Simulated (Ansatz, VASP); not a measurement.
**HfSiO4 in VASP and in Ansatz**

```
CELL_PARAMETERS angstrom
-3.29082 3.29082 2.98576
3.29082 -3.29082 2.98576
3.29082 3.29082 -2.98576
ATOMIC_POSITIONS crystal
Hf 0.75000 0.25000 0.50000
Hf 0.00000 0.00000 0.00000
Si 0.25000 0.75000 0.50000
Si 0.50000 0.50000 0.00000
O 0.13525 0.31988 0.81537
O 0.06988 0.75451 0.68463
O 0.50451 0.31988 0.18463
O 0.06988 0.38525 0.31537
O 0.61475 0.93012 0.68463
O 0.68012 0.86475 0.18463
O 0.24549 0.93012 0.31537
O 0.68012 0.49549 0.81537
```

Alike in both runs: task single point; functional r2SCAN; k mesh 6 × 6 × 6; no spin polarisation.

|  | VASP | Ansatz |
| --- | --- | --- |
| version | VASP 6.6.1 | Ansatz 0.2.0 |
| potentials or method | VASP PAW PBE potentials, release 64 (Hf_pv, Si, O) | plane waves, PAW |
| plane-wave cutoff (eV) | 520 | 500 |
| occupations | gaussian, width 0.01 eV | fixed |
| valence electrons in the cell | 76 | 108 |

```csv
,VASP,Ansatz,Ansatz less VASP
gap on the k mesh at the Fermi level (eV),5.96,6.01,+0.054
pressure (GPa),-1.8,0.0,+1.79
"traceless stress, the component that is largest in VASP (GPa)",0.42,0.00,-0.424
rms of the force components (eV/Å),0.103,0.000,-0.1024
```

VASP's potentials were made for PBE, not for r2SCAN. Atom by atom the forces differ by 0.102 eV/Å (rms over components). VASP's potentials hold 76 valence electrons a cell and Ansatz's 108, so a difference there can come from the potentials and not from the codes.

Spin-orbit coupling is off throughout.
